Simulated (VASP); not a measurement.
F2, 2 atoms in the cell. The cell holds a molecule in a box, 2 atoms: a = 9.000 Å, b = 9.500 Å, c = 10.000 Å, α = 90.00°, β = 90.00°, γ = 90.00°. 

- Program: VASP 6.6.1
- Task: relaxation of the atoms
- Functional: LDA
- Potentials or basis: VASP PAW LDA potentials, release 64 (F)
- Cutoff: 520 eV
- k mesh: 1 × 1 × 1
- Occupations: fermi-dirac, width 0.05 eV
- Spin: no spin polarisation
- Dipole correction: no
- Further INCAR settings: ALGO = Normal; EDIFF = 1e-07; IBRION = 2; EDIFFG = -0.03; NSW = 60

Potentials or basis: VASP PAW LDA potentials, release 64 (F).

The run is started by

```sh
$ cat potpaw_LDA.64/F/POTCAR > POTCAR
$ mpirun -np 1 vasp_gam > vasp.out
```

Hardware: 1 thread of Intel(R) Xeon(R) Platinum 8488C (Sapphire Rapids), on a shared host.

**Question.** How long does it take, and how much memory?

**Answer.** It took 74 s on 1 thread of Intel(R) Xeon(R) Platinum 8488C (Sapphire Rapids) (shared host), peak memory 0.53 GiB. Counts: scf iterations 50, k points 1, ion steps 3.
